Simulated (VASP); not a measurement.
Here is a VASP 6.6.1 calculation.

INCAR

```
PREC = Accurate
ENCUT = 520
EDIFF = 1E-6
ISMEAR = -1
SIGMA = 0.05
LREAL = False
LASPH = True
NELM = 60
ALGO = Normal
ISIF = 2
LWAVE = False
LCHARG = False
GGA = PS
NBANDS = 35
```

File KPOINTS:

```
regular mesh
0
Gamma
  8 8 2
```

POSCAR

```
MoS2
1.0
    3.1690000000      0.0316900000      0.0000000000
   -1.5570556550      2.7285895046      0.0000000000
    0.0000000000      0.0000000000     12.3240000000
Mo S
2 4
Direct
    0.6666666667      0.3333333333      0.7500000000
    0.3333333333      0.6666666667      0.2500000000
    0.6666666667      0.3333333333      0.3770000000
    0.3333333333      0.6666666667      0.8770000000
    0.6666666667      0.3333333333      0.1230000000
    0.3333333333      0.6666666667      0.6230000000
```

Potentials or basis: VASP PAW PBE potentials, release 64 (Mo_sv, S).

The run is started by

```console
$ cat potpaw_PBE.64/Mo_sv/POTCAR potpaw_PBE.64/S/POTCAR > POTCAR
$ mpirun -np 1 vasp_std > vasp.out
```

Task: Estimate the pressure.

Result: -2.9 GPa.

Task: Predict the largest force.

Result: 0.317 eV/Å.

Task: Predict the band gap on the k mesh.

Result: 0.94 eV (least direct gap 1.92 eV).

Stress tensor (GPa, compression positive):
```
-3.23 -1.76  0.00
-1.76 -3.20  0.00
 0.00  0.00 -2.38
```

Caveat: the PAW data sets were made with another functional, which shifts forces and pressure a little; this functional lacks dispersion, which binds the layers, so the pressure and a relaxed spacing across them are unreliable. A k mesh can miss the band edges.
